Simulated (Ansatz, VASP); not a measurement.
FePt in VASP and in Ansatz

```
Fe Pt
1.0
     2.68705    0.00000    0.00000
     0.00000    2.68705    0.00000
     0.00000    0.00000    3.71746
Fe Pt
1 1
Direct
  0.00000 0.00000 0.00000
  0.50000 0.50000 0.50000
```

Alike in both runs: functional PBEsol; k mesh 16 × 16 × 12; occupations gaussian, width 0.05 eV; collinear spin.

Ansatz relaxed the structure, and its values are those at the end. VASP's run is a single point on that final structure, the one shown.

```csv
,VASP,Ansatz
version,VASP 6.6.1,Ansatz 0.2.0
potentials or method,"VASP PAW PBE potentials, release 64 (Fe, Pt)","scalar-relativistic, plane waves, PAW"
plane-wave cutoff (eV),520,420
valence electrons in the cell,18,34
```

|  | VASP | Ansatz | Ansatz less VASP |
| --- | --- | --- | --- |
| gap on the k mesh at the Fermi level (eV) | none | none | - |
| pressure (GPa) | -0.3 | 0.0 | +0.29 |
| net moment per atom (μB) | 1.61 | 1.61 | +0.002 |
| size of the moment on the site where the two differ most (μB) | 0.32 | 0.38 | +0.057 |

VASP's potentials were made for PBE, not for PBEsol. Site moments also hang on the region over which each program counts them. A gap of «none» marks a metal or a gap that the smearing closes. VASP's potentials hold 18 valence electrons a cell and Ansatz's 34, so a difference there can come from the potentials and not from the codes.

Spin-orbit coupling is off throughout.
